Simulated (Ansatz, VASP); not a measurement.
## Two plane-wave programs on Pt

Contents of INCAR:

```
PREC = Accurate ; ENCUT = 500
EDIFF = 1E-6 ; ISMEAR = -1
SIGMA = 0.05 ; LREAL = False
LASPH = True ; NELM = 200
ALGO = Normal ; ISIF = 2
LWAVE = False ; LCHARG = False
LNONCOLLINEAR = True ; MAGMOM = 0 0 0
LORBIT = 11 ; LSORBIT = True
GGA_COMPAT = False ; LORBMOM = True
LMAXMIX = 4 ; GGA = CA
NBANDS = 29
```

KPOINTS

```
Automatic mesh
0
Gamma
  9 9 9
```

Contents of POSCAR:

```
Pt
1.0
    0.0000000000      1.9609000000      1.9609000000
    1.9609000000      0.0000000000      1.9609000000
    1.9609000000      1.9609000000      0.0000000000
Pt
1
Direct
    0.0000000000      0.0000000000      0.0000000000
```

input.yaml

```yaml
crystal:
  lattice:
    - [0.0, 1.9609, 1.9609]
    - [1.9609, 0.0, 1.9609]
    - [1.9609, 1.9609, 0.0]
  atoms:
    - { symbol: Pt, position: [0.0, 0.0, 0.0] }
hamiltonian:
  xc: lda
  pseudopotentials: { kind: paw_fr }
magnetization:
  noncollinear: true
  spin_orbit: true
kpoints:
  mp_grid: { grid: [9, 9, 9] }
  band_path:
    path:
      - [[0.0, 0.0, 0.0], [0.5, 0.0, 0.5], [0.5, 0.25, 0.75], [0.375, 0.375, 0.75], [0.0, 0.0, 0.0], [0.5, 0.5, 0.5], [0.625, 0.25, 0.625], [0.5, 0.25, 0.75], [0.5, 0.5, 0.5], [0.375, 0.375, 0.75]]
      - [[0.625, 0.25, 0.625], [0.5, 0.0, 0.5]]
    npoints: 14
scf:
  occupations: { method: fermi_dirac, width: 0.05 }
  n_extra_bands: 6
output:
  forces: true
  stress: true
  eigenvalues: true
  fatbands: false
```

Alike in both runs: functional LDA; k mesh 9 × 9 × 9; occupations fermi-dirac, width 0.05 eV; non-collinear spin, spin-orbit coupling.

```csv
,VASP,Ansatz
version,VASP 6.6.1,Ansatz 0.2.0
potentials or method,"VASP PAW LDA potentials, release 64 (Pt_sv_GW)",Ansatz PAW
plane-wave cutoff (eV),500,420
valence electrons in the cell,18,18
task,single point,band structure
```

|  | VASP | Ansatz | Ansatz less VASP |
| --- | --- | --- | --- |
| pressure (GPa) | -7.6 | -6.2 | +1.38 |
| net moment per atom (μB) | 0.00 | 0.00 | 0.000 |

LDA's correlation is that of Perdew and Zunger in VASP and of Perdew and Wang (1992) in Ansatz.
